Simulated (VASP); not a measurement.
# Cl in VASP: notebook

The runs below take Cl through single point, with PBEsol, LDA.

Everything below comes from runs of VASP 6.6.1. Logs are shortened: lines on timing, memory, paths and dates and some standing lists are left out, and cuts for length are marked.

### Step 1. The cell of the first run

The typed cell holds 4 atoms: a = 3.797 Å, b = 3.797 Å, c = 8.665 Å, α = 90.00°, β = 90.00°, γ = 71.45°.

### Step 2. Single point, PBEsol (strained and its atoms moved)

Contents of INCAR:

```
ALGO = Normal
EDIFF = 1E-7
ENCUT = 520
GGA = PS
ISIF = 2
ISMEAR = 0
LASPH = T
LCHARG = F
LREAL = F
LWAVE = F
NBANDS = 22
NELM = 80
PREC = Accurate
SIGMA = 0.02
```

Contents of KPOINTS:

```
k-points
0
Gamma
  8 8 4
```

Contents of POSCAR:

```
Cl
1.0
    3.0828096000     -2.2173760000      0.0000000000
    3.0828096000      2.2173760000      0.0000000000
    0.0000000000      0.0000000000      8.6646574000
Cl
4
Direct
    0.1236811982      0.8763188018      0.1010908029
    0.6236811982      0.3763188018      0.3989091971
    0.8763188018      0.1236811982      0.8986954829
    0.3763188018      0.6236811982      0.6013045171
```

Potentials or basis: VASP PAW PBE potentials, release 64 (Cl).

Started as:

```
> cat potpaw_PBE.64/Cl/POTCAR > POTCAR
> mpirun -np 1 vasp_std > vasp.out
```

OUTCAR:

```text
EDIFF = 1E-7
   ENCUT = 520
   GGA = PS
   ISIF = 2
   ISMEAR = 0
   LASPH = T
   LREAL = F
   NELM = 80
   PREC = Accurate

 ion  position               nearest neighbor table
   1  0.124  0.876  0.101-   3 2.07
   2  0.624  0.376  0.399-   4 2.07
   3  0.876  0.124  0.899-   1 2.07
   4  0.376  0.624  0.601-   2 2.07

  LATTYP: Found a base centered orthorhombic cell.
 ALAT       =     4.4347520000
 B/A-ratio  =     1.3902962781
 C/A-ratio  =     1.9538087812

  Lattice vectors:

 A1 = (  -3.0828096000,  -2.2173760000,   0.0000000000)
 A2 = (   3.0828096000,  -2.2173760000,   0.0000000000)
 A3 = (   0.0000000000,   0.0000000000,   8.6646574000)

Analysis of symmetry for initial positions (statically):
=====================================================================
 Subroutine PRICEL returns:
 Original cell was already a primitive cell.

 Routine SETGRP: Setting up the symmetry group for a
 base centered orthorhombic supercell.

 Subroutine GETGRP returns: Found  4 space group operations
 (whereof  2 operations were pure point group operations)
 out of a pool of  8 trial point group operations.

The static configuration has the point symmetry C_1h.
 The point group associated with its full space group is C_2v.

Analysis of symmetry for dynamics (positions and initial velocities):
=====================================================================
 Subroutine PRICEL returns:
 Original cell was already a primitive cell.

 Routine SETGRP: Setting up the symmetry group for a
 base centered orthorhombic supercell.

 Subroutine GETGRP returns: Found  4 space group operations
 (whereof  2 operations were pure point group operations)
 out of a pool of  8 trial point group operations.

The dynamic configuration has the point symmetry C_1h.
 The point group associated with its full space group is C_2v.

 Subroutine INISYM returns: Found  4 space group operations
 (whereof  2 operations are pure point group operations),
 and found     1 'primitive' translations

----------------------------------------------------------------------------------------

                                     Primitive cell

  volume of cell :     118.4588

  direct lattice vectors                    reciprocal lattice vectors
     3.082809600 -2.217376000  0.000000000     0.162189712 -0.225491752  0.000000000
     3.082809600  2.217376000  0.000000000     0.162189712  0.225491752  0.000000000
     0.000000000  0.000000000  8.664657400     0.000000000  0.000000000  0.115411372

  length of vectors
     3.797429572  3.797429572  8.664657400     0.277762548  0.277762548  0.115411372

  position of ions in fractional coordinates (direct lattice)
     0.123681198  0.876318802  0.101090803
     0.623681198  0.376318802  0.398909197
     0.876318802  0.123681198  0.898695483
     0.376318802  0.623681198  0.601304517

  ion indices of the primitive-cell ions
   primitive index   ion index
                 1           1
                 2           2
                 3           3
                 4           4

----------------------------------------------------------------------------------------

 KPOINTS: k-points

Automatic generation of k-mesh.
 Grid dimensions read from file:
 generate k-points for:    8    8    4

 Generating k-lattice:

  Cartesian coordinates                     Fractional coordinates (reciprocal lattice)
     0.020273714 -0.028186469  0.000000000     0.125000000  0.000000000  0.000000000
     0.020273714  0.028186469  0.000000000     0.000000000  0.125000000  0.000000000
     0.000000000  0.000000000  0.028852843     0.000000000  0.000000000  0.250000000

  Length of vectors
     0.034720318  0.034720318  0.028852843

  Shift w.r.t. Gamma in fractional coordinates (k-lattice)
     0.000000000  0.000000000  0.000000000

 Subroutine IBZKPT returns following result:
 ===========================================

 Found     63 irreducible k-points:

 Following reciprocal coordinates:
            Coordinates               Weight
  0.000000  0.000000  0.000000      1.000000
  0.125000 -0.000000  0.000000      4.000000
  0.250000 -0.000000  0.000000      4.000000
  0.375000 -0.000000  0.000000      4.000000
  0.500000 -0.000000  0.000000      2.000000
  0.125000  0.125000  0.000000      2.000000
[... 16 lines left out ...]
  0.125000 -0.000000  0.250000      8.000000
  0.250000 -0.000000  0.250000      8.000000
 [... further k-points ...]
   k-points           NKPTS =     63   k-points in BZ     NKDIM =     63   number of bands    NBANDS=     22
   number of dos      NEDOS =    301   number of ions     NIONS =      4
   total plane-waves  NPLWV =  50176
   dimension x,y,z NGX =    28 NGY =   28 NGZ =   64
   dimension x,y,z NGXF=    56 NGYF=   56 NGZF=  128
   ions per type =               4
   NGX,Y,Z   is equivalent  to a cutoff of  12.26, 12.26, 12.28 a.u.
   NGXF,Y,Z  is equivalent  to a cutoff of  24.52, 24.52, 24.56 a.u.
 SYSTEM =  unknown system
   PREC   = accura    normal or accurate (medium, high low for compatibility)
   ISTART =      0    job   : 0-new  1-cont  2-samecut
   ICHARG =      2    charge: 1-file 2-atom 10-const
   ISPIN  =      1    spin polarized calculation?
   LNONCOLLINEAR =      F non collinear calculations
   LSORBIT =      F    spin-orbit coupling
   LASPH  =      T    aspherical Exc in radial PAW
   ENCUT  =  520.0 eV  38.22 Ry    6.18 a.u.   7.06  7.06 16.11*2*pi/ulx,y,z
   NELM   =     80;   NELMIN=  2; NELMDL= -5     # of ELM steps
   EDIFF  = 0.1E-06   stopping-criterion for ELM
   LREAL  =      F    real-space projection
   EDIFFG = 0.1E-05   stopping-criterion for IOM
   NSW    =      0    number of steps for IOM
   IBRION =     -1    ionic relax: 0-MD 1-quasi-New 2-CG
   NFREE  =      0    steps in history (QN), initial steepest desc. (CG)
   ISIF   =      2    stress and relaxation
   ISYM   =      2    0-nonsym 1-usesym 2-fastsym
   POTIM  = 0.5000    time-step for ionic-motion
   TEBEG  =    0.0;   TEEND  =   0.0 temperature during run
   PSTRESS=    0.0 pullay stress
   NELECT =      28.0000    total number of electrons
   NUPDOWN=      -1.0000    fix difference up-down
   EMIN   =  10.00;   EMAX   =-10.00  energy-range for DOS
   EFERMI =   0.00;   METHOD = LEGACY
   ISMEAR =     0;   SIGMA  =   0.02  broadening in eV -4-tet -1-fermi 0-gaus
   EFERMI_NEDOS =   21; number of points for ismear=-14 and -15
   IALGO  =     38    algorithm
   IMIX   =      4    mixing-type and parameters
     AMIX     =   0.40;   BMIX     =  1.00
     AMIX_MAG =   1.60;   BMIX_MAG =  1.00
  volume/ion in A,a.u.               =      29.61       199.85
  Fermi-wavevector in a.u.,A,eV,Ry     =   1.012212  1.912804 13.940178  1.024574
  Thomas-Fermi vector in A             =   2.145308
   LORBIT       =      0    0 simple, 1 ext, 2 COOP (PROOUT), +10 PAW based schemes
   GGA     = PS    functional components
   LHFCALC =     F    Hartree Fock is set to
   AEXX    =    0.0000 exact exchange contribution
   IVDW    =     0    specifies the selected vdW correction
   LEPSILON=     F    determine dielectric tensor
   LRPA    =     F    only Hartree local field effects (RPA)
 non-spin polarized calculation
 Gauss-broadening in eV      SIGMA  =   0.02
  energy-cutoff  :      520.00
  volume of cell :      118.46
 maximum number of plane-waves:      3216
   NGX = 15   NGY = 15   NGZ = 33

 number of electron      28.0000005 magnetization

 Free energy of the ion-electron system (eV)
  ---------------------------------------------------
  ext. energy  EPLUGINS =         0.00000000
  ---------------------------------------------------
  free energy    TOTEN  =        -7.85628776 eV

  energy without entropy =       -7.85628776  energy(sigma->0) =       -7.85628776

 E-fermi :  -0.6943     XC(G=0):  -7.8597

 val. band max:       -0.8233264279   @ k =   0.0000   0.0000   0.0000
 cond. band min:       1.1934243289   @ k =   0.0000   0.0000   0.0000
 fundamental gap:      2.0167507568
 Fermi energy:        -0.6943089730

 k-point     1 :       0.0000    0.0000    0.0000
  band No.  band energies     occupation
      1     -17.0379      2.00000
      2     -16.8559      2.00000
      3     -13.4731      2.00000
      4     -12.9891      2.00000
      5      -5.9860      2.00000
      6      -5.1300      2.00000
[... 14 lines left out ...]
     21       9.5715      0.00000
     22       9.6905      0.00000

 k-point     2 :       0.1250   -0.0000    0.0000
  band No.  band energies     occupation
      1     -17.0080      2.00000
      2     -16.8386      2.00000
      3     -13.4518      2.00000
      4     -13.0058      2.00000
      5      -5.9737      2.00000
      6      -5.1688      2.00000
[... 14 lines left out ...]
     21       9.4339      0.00000
     22       9.8052      0.00000

 k-point     3 :       0.2500   -0.0000    0.0000
  band No.  band energies     occupation
      1     -16.9311      2.00000
      2     -16.7990      2.00000
      3     -13.3939      2.00000
      4     -13.0550      2.00000
      5      -5.9349      2.00000
      6      -5.2863      2.00000
[... 14 lines left out ...]
     21       9.4176      0.00000
     22      10.0841      0.00000

 k-point     4 :       0.3750   -0.0000    0.0000
  band No.  band energies     occupation
      1     -16.8413      2.00000
      2     -16.7684      2.00000
      3     -13.3130      2.00000
      4     -13.1312      2.00000
      5      -5.8518      2.00000
      6      -5.4784      2.00000
[... 14 lines left out ...]
     21       9.7763      0.00000
     22      10.2203      0.00000

 k-point     5 :       0.5000   -0.0000    0.0000
  band No.  band energies     occupation
      1     -16.7793      2.00000
      2     -16.7793      2.00000
      3     -13.2218      2.00000
      4     -13.2218      2.00000
      5      -5.6940      2.00000
      6      -5.6940      2.00000
[... 417 lines left out ...]
 k-point    22 :       0.0000    0.0000    0.2500
  band No.  band energies     occupation
      1     -17.0132      2.00000
      2     -16.8848      2.00000
      3     -13.4028      2.00000
      4     -13.0610      2.00000
      5      -5.8748      2.00000
      6      -5.2778      2.00000
[... 14 lines left out ...]
     21       9.5545      0.00000
     22       9.6298      0.00000

 k-point    23 :       0.1250   -0.0000    0.2500
  band No.  band energies     occupation
      1     -16.9849      2.00000
      2     -16.8653      2.00000
      3     -13.3869      2.00000
      4     -13.0719      2.00000
      5      -5.8689      2.00000
      6      -5.3065      2.00000
[... 14 lines left out ...]
     21       9.4942      0.00000
     22       9.7216      0.00000

 k-point    24 :       0.2500   -0.0000    0.2500
  band No.  band energies     occupation
      1     -16.9128      2.00000
      2     -16.8194      2.00000
      3     -13.3445      2.00000
      4     -13.1051      2.00000
      5      -5.8453      2.00000
      6      -5.3857      2.00000
[... 14 lines left out ...]
     21       9.4973      0.00000
     22       9.8080      0.00000

 [... further k-points ...]
[... 5 lines left out ...]
  --------------------------------------------------------------------------------------
  -------------------------------------------------------------------------------------
  Total        0.2117392     -1.8388047     -4.3942528      0.0000000      0.0000000      0.0000000
  in kB        2.8638117    -24.8701699    -59.4330728      0.0000000      0.0000000      0.0000000
  external PRESSURE =     -27.1464770 kB  Pullay stress =       0.0000000 kB

 VOLUME and BASIS-vectors are now :
 -----------------------------------------------------------------------------
  energy-cutoff  :      520.00
  volume of cell :      118.46
      direct lattice vectors                 reciprocal lattice vectors
     3.082809600 -2.217376000  0.000000000     0.162189712 -0.225491752  0.000000000
     3.082809600  2.217376000  0.000000000     0.162189712  0.225491752  0.000000000
     0.000000000  0.000000000  8.664657400     0.000000000  0.000000000  0.115411372

 POSITION                                       TOTAL-FORCE (eV/Angst)
 -----------------------------------------------------------------------------------
      3.08281      1.66888      0.87592         0.000000      0.633740     -0.853654
      3.08281     -0.54850      3.45641         0.000000      0.633740      0.853654
      3.08281     -1.66888      7.78689         0.000000     -0.633740      0.853471
      3.08281      0.54850      5.21010         0.000000     -0.633740     -0.853471
 -----------------------------------------------------------------------------------
    total drift:                               -0.000000     -0.000015     -0.000000

  FREE ENERGIE OF THE ION-ELECTRON SYSTEM (eV)
  ---------------------------------------------------
  free  energy   TOTEN  =        -7.8562877592 eV

  energy  without entropy=       -7.8562877592  energy(sigma->0) =       -7.85628776
```

Wall time 3.8 min (1 thread of AMD EPYC 7R13, shared host); peak memory 0.24 GiB.

Results:

```yaml
Free_energy: -7.8563 eV
Pressure: -2.7 GPa
Largest_force: 1.063 eV/Å
Band_gap_on_the_k_mesh: 2.02 eV, direct
```

Forces in eV/Å, atoms in the order of the input:
```
Cl   0.000  0.634 -0.854
Cl   0.000  0.634  0.854
Cl   0.000 -0.634  0.853
Cl   0.000 -0.634 -0.853
```

Levels at points of the mesh, in eV from the valence-band top:
```csv
k point,band 10,band 11,band 12,band 13,band 14,band 15,band 16,band 17,band 18,band 19
"(0.00, 0.00, 0.00)",-1.87,-0.63,-0.38,-0.08,0.00,2.02,2.80,6.77,7.36,8.80
"(0.50, 0.00, 0.00)",-2.18,-0.65,-0.65,-0.13,-0.13,2.52,2.52,8.37,8.37,9.89
"(0.50, 0.50, 0.00)",-2.60,-1.06,-0.87,-0.41,-0.19,2.15,2.50,8.41,8.50,8.68
"(0.00, 0.00, 0.50)",-1.88,-0.59,-0.59,-0.04,-0.04,2.37,2.37,7.27,7.27,9.36
"(0.50, 0.00, 0.50)",-2.19,-0.52,-0.52,-0.03,-0.03,2.38,2.38,8.56,8.56,9.79
"(0.50, 0.50, 0.50)",-2.60,-0.70,-0.70,-0.61,-0.61,2.30,2.30,8.71,8.71,9.78
```

Caveat: the cell differs from its parent crystal (strained and its atoms moved); the PAW data sets were made with another functional, which shifts forces and pressure a little.

### Step 3. Single point, LDA (functional LDA, strained)

Contents of INCAR:

```
ALGO = Normal
EDIFF = 1E-7
ENCUT = 520
GGA = CA
ISIF = 2
ISMEAR = 0
LASPH = True
LCHARG = False
LREAL = False
LWAVE = False
NBANDS = 22
NELM = 80
PREC = Accurate
SIGMA = 0.02
```

KPOINTS is that of step 2.

Contents of POSCAR:

```
Cl
1.0
    3.0318600000     -2.0880832000      0.0000000000
    3.0318600000      2.0880832000      0.0000000000
    0.0000000000      0.0000000000      8.3588722000
Cl
4
Direct
    0.1002416682      0.8997583318      0.1083231811
    0.6002416682      0.3997583318      0.3916768189
    0.8997583318      0.1002416682      0.8916768189
    0.3997583318      0.6002416682      0.6083231811
```

Potentials or basis: VASP PAW LDA potentials, release 64 (Cl).

Started as:

```
> cat potpaw_LDA.64/Cl/POTCAR > POTCAR
> mpirun -np 1 vasp_std > vasp.out
```

Run time: 1.8 min. Hardware: 1 thread of Intel Xeon Platinum 8259CL at 2.50GHz (Skylake/Cascade Lake), shared host; peak memory 0.23 GiB.

It converged, with:

- Free energy: -8.9346 eV
- Pressure: -1.5 GPa
- Largest force: 0.169 eV/Å
- Band gap on the k mesh: 2.01 eV, direct

Forces in eV/Å, atoms in the order of the input:
```
Cl   0.000 -0.113  0.126
Cl   0.000 -0.113 -0.126
Cl   0.000  0.113 -0.126
Cl   0.000  0.113  0.126
```

Stress tensor (GPa, compression positive):
```
-0.75  0.00  0.00
 0.00 -1.86  0.00
 0.00  0.00 -2.01
```

Levels at points of the mesh, in eV from the valence-band top:
```csv
k point,band 10,band 11,band 12,band 13,band 14,band 15,band 16,band 17,band 18,band 19
"(0.00, 0.00, 0.00)",-2.33,-0.88,-0.20,-0.03,0.00,2.01,3.19,6.30,6.35,8.45
"(0.50, 0.00, 0.00)",-2.65,-1.15,-1.15,-0.24,-0.24,2.87,2.87,7.64,7.64,9.90
"(0.50, 0.50, 0.00)",-3.03,-1.71,-1.25,-0.38,-0.34,2.22,2.91,7.40,7.99,8.17
"(0.00, 0.00, 0.50)",-2.33,-0.63,-0.63,-0.02,-0.02,2.54,2.54,6.71,6.71,9.05
"(0.50, 0.00, 0.50)",-2.69,-0.83,-0.83,-0.11,-0.11,2.57,2.57,7.90,7.90,9.38
"(0.50, 0.50, 0.50)",-3.15,-1.02,-1.02,-0.87,-0.87,2.51,2.51,8.11,8.11,9.41
```

Caveat: the cell differs from its parent crystal (functional LDA, strained). A k mesh can miss the band edges.

(Part 1 of 2 ends here.)
